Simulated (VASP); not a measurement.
# Ti (Fm-3m) in VASP: relaxation of cell and atoms with LDA

Aim: the relaxation of cell and atoms of Ti with LDA.

Everything below comes from runs of VASP 6.6.1. Logs are shortened: lines on timing, memory, paths and dates and some standing lists are left out, and cuts for length are marked.

## (1) The cell of the first run

The structure is cubic, space group Fm-3m (No. 225). The conventional cell has a = 4.001 Å, b = 4.001 Å, c = 4.001 Å, α = 90.00°, β = 90.00°, γ = 90.00°. Within 3.7 Å of Ti (site symmetry m-3m) lie 12 Ti at 2.83 Å.

## (2) Relaxation of cell and atoms, LDA

INCAR reads:

```
  PREC = Accurate
  ENCUT = 600
  EDIFF = 1E-6
  ISMEAR = -1
  SIGMA = 0.15
  LREAL = False
  LASPH = True
  NELM = 80
  ALGO = Fast
  ISIF = 3
  LWAVE = False
  LCHARG = False
  IBRION = 2
  NSW = 80
  EDIFFG = -0.001
```

KPOINTS reads:

```
regular mesh
0
Gamma
  20 20 20
```

POSCAR reads:

```
Ti
1.0
    0.0000000000      2.0006578791      2.0006578791
    2.0006578791      0.0000000000      2.0006578791
    2.0006578791      2.0006578791      0.0000000000
Ti
1
Direct
    0.0000000000      0.0000000000      0.0000000000
```

Potentials or basis: VASP PAW LDA potentials, release 64 (Ti_sv).

Launch:

```bash
$ cat potpaw_LDA.64/Ti_sv/POTCAR > POTCAR
$ mpirun -np 1 vasp_std > vasp.out
```

OUTCAR:

```text
PREC = Accurate
   ENCUT = 600
   EDIFF = 1E-6
   ISMEAR = -1
   LREAL = False
   LASPH = True
   NELM = 80
   ISIF = 3
   IBRION = 2
   NSW = 80
   EDIFFG = -0.001

 ion  position               nearest neighbor table
   1  0.000  0.000  0.000-

  LATTYP: Found a face centered cubic cell.
 ALAT       =     4.0013157582

  Lattice vectors:

 A1 = (   0.0000000000,   2.0006578791,   2.0006578791)
 A2 = (   2.0006578791,   0.0000000000,   2.0006578791)
 A3 = (   2.0006578791,   2.0006578791,   0.0000000000)

Analysis of symmetry for initial positions (statically):
=====================================================================
 Subroutine PRICEL returns:
 Original cell was already a primitive cell.

 Routine SETGRP: Setting up the symmetry group for a
 face centered cubic supercell.

 Subroutine GETGRP returns: Found 48 space group operations
 (whereof 48 operations were pure point group operations)
 out of a pool of 48 trial point group operations.

The static configuration has the point symmetry O_h .

Analysis of symmetry for dynamics (positions and initial velocities):
=====================================================================
 Subroutine PRICEL returns:
 Original cell was already a primitive cell.

 Routine SETGRP: Setting up the symmetry group for a
 face centered cubic supercell.

 Subroutine GETGRP returns: Found 48 space group operations
 (whereof 48 operations were pure point group operations)
 out of a pool of 48 trial point group operations.

The dynamic configuration has the point symmetry O_h .

 Subroutine INISYM returns: Found 48 space group operations
 (whereof 48 operations are pure point group operations),
 and found     1 'primitive' translations

----------------------------------------------------------------------------------------

                                     Primitive cell

  volume of cell :      16.0158

  direct lattice vectors                    reciprocal lattice vectors
     0.000000000  2.000657879  2.000657879    -0.249917792  0.249917792  0.249917792
     2.000657879  0.000000000  2.000657879     0.249917792 -0.249917792  0.249917792
     2.000657879  2.000657879  0.000000000     0.249917792  0.249917792 -0.249917792

  length of vectors
     2.829357506  2.829357506  2.829357506     0.432870314  0.432870314  0.432870314

  position of ions in fractional coordinates (direct lattice)
     0.000000000  0.000000000  0.000000000

  ion indices of the primitive-cell ions
   primitive index   ion index
                 1           1

----------------------------------------------------------------------------------------

 KPOINTS: regular mesh

Automatic generation of k-mesh.
 Grid dimensions read from file:
 generate k-points for:   20   20   20

 Generating k-lattice:

  Cartesian coordinates                     Fractional coordinates (reciprocal lattice)
    -0.012495890  0.012495890  0.012495890     0.050000000  0.000000000  0.000000000
     0.012495890 -0.012495890  0.012495890     0.000000000  0.050000000  0.000000000
     0.012495890  0.012495890 -0.012495890     0.000000000  0.000000000  0.050000000

  Length of vectors
     0.021643516  0.021643516  0.021643516

  Shift w.r.t. Gamma in fractional coordinates (k-lattice)
     0.000000000  0.000000000  0.000000000

 Subroutine IBZKPT returns following result:
 ===========================================

 Found    256 irreducible k-points:

 Following reciprocal coordinates:
            Coordinates               Weight
  0.000000  0.000000  0.000000      1.000000
  0.050000  0.000000  0.000000      8.000000
  0.100000  0.000000  0.000000      8.000000
  0.150000  0.000000  0.000000      8.000000
  0.200000  0.000000  0.000000      8.000000
  0.250000  0.000000  0.000000      8.000000
[... 16 lines left out ...]
 -0.400000  0.050000  0.000000     24.000000
 -0.350000  0.050000  0.000000     24.000000
 [... further k-points ...]
   k-points           NKPTS =    256   k-points in BZ     NKDIM =    256   number of bands    NBANDS=     10
   number of dos      NEDOS =    301   number of ions     NIONS =      1
   total plane-waves  NPLWV =  13824
   dimension x,y,z NGX =    24 NGY =   24 NGZ =   24
   dimension x,y,z NGXF=    48 NGYF=   48 NGZF=   48
   ions per type =               1
   NGX,Y,Z   is equivalent  to a cutoff of  14.10, 14.10, 14.10 a.u.
   NGXF,Y,Z  is equivalent  to a cutoff of  28.20, 28.20, 28.20 a.u.
 SYSTEM =  unknown system
   PREC   = accura    normal or accurate (medium, high low for compatibility)
   ISTART =      0    job   : 0-new  1-cont  2-samecut
   ICHARG =      2    charge: 1-file 2-atom 10-const
   ISPIN  =      1    spin polarized calculation?
   LNONCOLLINEAR =      F non collinear calculations
   LSORBIT =      F    spin-orbit coupling
   LASPH  =      T    aspherical Exc in radial PAW
   ENCUT  =  600.0 eV  44.10 Ry    6.64 a.u.   5.65  5.65  5.65*2*pi/ulx,y,z
   NELM   =     80;   NELMIN=  2; NELMDL= -5     # of ELM steps
   EDIFF  = 0.1E-05   stopping-criterion for ELM
   LREAL  =      F    real-space projection
   EDIFFG = -.1E-02   stopping-criterion for IOM
   NSW    =     80    number of steps for IOM
   IBRION =      2    ionic relax: 0-MD 1-quasi-New 2-CG
   NFREE  =      1    steps in history (QN), initial steepest desc. (CG)
   ISIF   =      3    stress and relaxation
   ISYM   =      2    0-nonsym 1-usesym 2-fastsym
   POTIM  = 0.5000    time-step for ionic-motion
   TEBEG  =    0.0;   TEEND  =   0.0 temperature during run
   PSTRESS=    0.0 pullay stress
   NELECT =      12.0000    total number of electrons
   NUPDOWN=      -1.0000    fix difference up-down
   EMIN   =  10.00;   EMAX   =-10.00  energy-range for DOS
   EFERMI =   0.00;   METHOD = LEGACY
   ISMEAR =    -1;   SIGMA  =   0.15  broadening in eV -4-tet -1-fermi 0-gaus
   EFERMI_NEDOS =   21; number of points for ismear=-14 and -15
   IALGO  =     68    algorithm
   IMIX   =      4    mixing-type and parameters
     AMIX     =   0.40;   BMIX     =  1.00
     AMIX_MAG =   1.60;   BMIX_MAG =  1.00
  volume/ion in A,a.u.               =      16.02       108.08
  Fermi-wavevector in a.u.,A,eV,Ry     =   1.486914  2.809859 30.081287  2.210912
  Thomas-Fermi vector in A             =   2.600140
   LORBIT       =      0    0 simple, 1 ext, 2 COOP (PROOUT), +10 PAW based schemes
   GGA     = CA    functional components
   LHFCALC =     F    Hartree Fock is set to
   AEXX    =    0.0000 exact exchange contribution
   IVDW    =     0    specifies the selected vdW correction
   LEPSILON=     F    determine dielectric tensor
   LRPA    =     F    only Hartree local field effects (RPA)
 conjugate gradient relaxation of ions
 non-spin polarized calculation
 RMM-DIIS sequential band-by-band and
  energy-cutoff  :      600.00
  volume of cell :       16.02
 maximum number of plane-waves:       548
   NGX = 11   NGY = 11   NGZ = 11

--------------------------------------- Ionic step        1  -------------------------------------------

 number of electron      11.9999999 magnetization

 Free energy of the ion-electron system (eV)
  ---------------------------------------------------
  ext. energy  EPLUGINS =         0.00000000
  ---------------------------------------------------
  free energy    TOTEN  =        -8.55741463 eV

  energy without entropy =       -8.44170827  energy(sigma->0) =       -8.49956145

------------------------ aborting loop because EDIFF is reached ----------------------------------------

  FORCE on cell =-STRESS in cart. coord.  units (eV):
  Direction    XX          YY          ZZ          XY          YZ          ZX
  --------------------------------------------------------------------------------------
  -------------------------------------------------------------------------------------
  Total        0.0280528      0.0280528      0.0280528      0.0000000      0.0000000     -0.0000000
  in kB        2.8063223      2.8063223      2.8063223      0.0000000      0.0000000     -0.0000000
  external PRESSURE =       2.8063223 kB  Pullay stress =       0.0000000 kB
[... 265 lines left out ...]
  energy  without entropy=       -8.4412226446  energy(sigma->0) =       -8.49937878

--------------------------------------- Ionic step        9  -------------------------------------------

 number of electron      11.9999999 magnetization

 Free energy of the ion-electron system (eV)
  ---------------------------------------------------
  ext. energy  EPLUGINS =         0.00000000
  ---------------------------------------------------
  free energy    TOTEN  =        -8.55753067 eV

  energy without entropy =       -8.44129683  energy(sigma->0) =       -8.49941375

 E-fermi :   8.8322     XC(G=0): -12.1579

 val. band max:        8.8319761025   @ k =  -0.4000   0.3000   0.1500
 cond. band min:       8.8362591458   @ k =   0.3000   0.0000   0.0000
 fundamental gap:      0.0042830433
 Fermi energy:         8.8322246510

 k-point     1 :       0.0000    0.0000    0.0000
  band No.  band energies     occupation
      1     -47.0587      2.00000
      2     -23.1835      2.00000
      3     -23.1835      2.00000
      4     -23.1835      2.00000
      5       2.6438      2.00000
      6       9.7246      0.00520
      7       9.7246      0.00520
      8       9.7246      0.00520
      9      11.5130      0.00000
     10      11.5130      0.00000
[... 287 lines left out ...]
 k-point    24 :      -0.3500    0.0500    0.0000
  band No.  band energies     occupation
      1     -46.9095      2.00000
      2     -23.9234      2.00000
      3     -23.3006      2.00000
      4     -23.2713      2.00000
      5       5.7854      2.00000
      6       8.9834      0.53478
      7       9.6928      0.00643
      8       9.7818      0.00356
      9      12.1171      0.00000
     10      12.5516      0.00000

 [... further k-points ...]
[... 5 lines left out ...]
  --------------------------------------------------------------------------------------
  -------------------------------------------------------------------------------------
  Total       -0.0005214     -0.0005214     -0.0005214     -0.0000000      0.0000000     -0.0000000
  in kB       -0.0519651     -0.0519651     -0.0519651     -0.0000000      0.0000000     -0.0000000
  external PRESSURE =      -0.0519651 kB  Pullay stress =       0.0000000 kB
[... 16 lines left out ...]
  FREE ENERGIE OF THE ION-ELECTRON SYSTEM (eV)
  ---------------------------------------------------
  free  energy   TOTEN  =        -8.5575306658 eV

  energy  without entropy=       -8.4412968253  energy(sigma->0) =       -8.49941375

 reached required accuracy - stopping structural energy minimisation
```

Run time: 2.7 min. Hardware: 1 thread of Intel Xeon 6975P-C (Granite Rapids), shared host; peak memory 0.19 GiB.

What came out:

| Item | Value |
| --- | --- |
| Free energy | -8.5575 eV |
| Relaxed volume | 16.08 Å³/atom |
| Relaxed cell | a = 2.833 Å, b = 2.833 Å, c = 2.833 Å, α = 60.00°, β = 60.00°, γ = 60.00° |
| Space group after relaxing (to 0.05 Å) | Fm-3m (No. 225) |
| Energy gained by relaxing | 0.1 meV/atom |
| Ionic steps | 9 |
| Pressure after relaxing | 0.0 GPa |
| Band gap on the k mesh | zero (band 6 reaches 9.72 eV, above the bottom of band 7 at 8.43 eV) |

Step by step:
| step | energy change (eV) | largest force (eV/Å) | pressure (GPa) | volume (Å³) |
| --- | --- | --- | --- | --- |
| 1 | 0.0000 | 0.0000 | 0.28 | 16.02 |
| 2 | -0.0001 | 0.0000 | 0.21 | 16.08 |
| 3 | 0.0007 | 0.0000 | -1.28 | 16.28 |
| 4 | -0.0001 | 0.0000 | -0.21 | 16.11 |
| 5 | -0.0001 | 0.0000 | -0.13 | 16.09 |
| 6 | -0.0001 | 0.0000 | -0.06 | 16.09 |
| 7 | -0.0001 | 0.0000 | 0.02 | 16.08 |
| 8 | -0.0001 | 0.0000 | -0.04 | 16.09 |
| 9 | -0.0001 | 0.0000 | -0.01 | 16.08 |

Final structure:
```
CELL_PARAMETERS angstrom
0.00000 2.00319 2.00319
2.00319 0.00000 2.00319
2.00319 2.00319 0.00000
ATOMIC_POSITIONS crystal
Ti 0.00000 0.00000 0.00000
```

Levels at points of the mesh, in eV from the Fermi level:
```csv
k point,band 3,band 4,band 5,band 6,band 7,band 8,band 9,band 10
"(0.00, 0.00, 0.00)",-32.02,-32.02,-6.19,0.89,0.89,0.89,2.68,2.68
"(0.50, 0.00, 0.00)",-32.13,-32.13,-2.76,0.74,0.74,0.95,3.91,3.91
"(0.50, 0.50, 0.00)",-32.32,-32.32,-2.86,-1.95,3.29,3.88,4.23,4.23
```
